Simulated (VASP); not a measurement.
Runs of VASP 6.6.1 on MnO2 (fluorite type). The structure is that of space group Fm-3m (No. 225), or close to it. The cells are those of the table. 

| cell | k mesh | gap on the mesh (eV) | pressure (GPa) |
| --- | --- | --- | --- |
| a = 3.310 Å, angles 60.0°, 3 atoms | 21 × 21 × 21 | none | -9.1 |
| a = 3.223 Å, angles 60.0°, 3 atoms | 14 × 14 × 14 | none | 13.5 |
| a = 3.245 Å, angles 60.0°, 3 atoms | 21 × 21 × 21 | none | (a) |
| a = 3.288 Å, angles 60.0°, 3 atoms | 14 × 14 × 14 | none | -4.3 |
| a = 3.331 Å, angles 60.0°, 3 atoms | 14 × 14 × 14 | none | (b) |

Alike in all rows: task single point; level PBE; potentials or basis VASP PAW PBE potentials, release 64 (Mn_pv, O); no spin polarisation; cutoff (eV) 520; smearing fermi-dirac 0.0612256 eV.

Problem. Estimate the missing entries.

Solution. (a) 6.9; (b) -13.3.

Caveats: an odd number of electrons without spin polarisation forces a metal; a magnetic or distorted state may lie lower; the run has no spin polarisation, though such a crystal can be magnetic; semilocal functionals often make such compounds metallic where correlation or magnetic order opens a gap, which also shifts bond lengths.

A gap of «none» marks levels without a gap at the run's occupations.
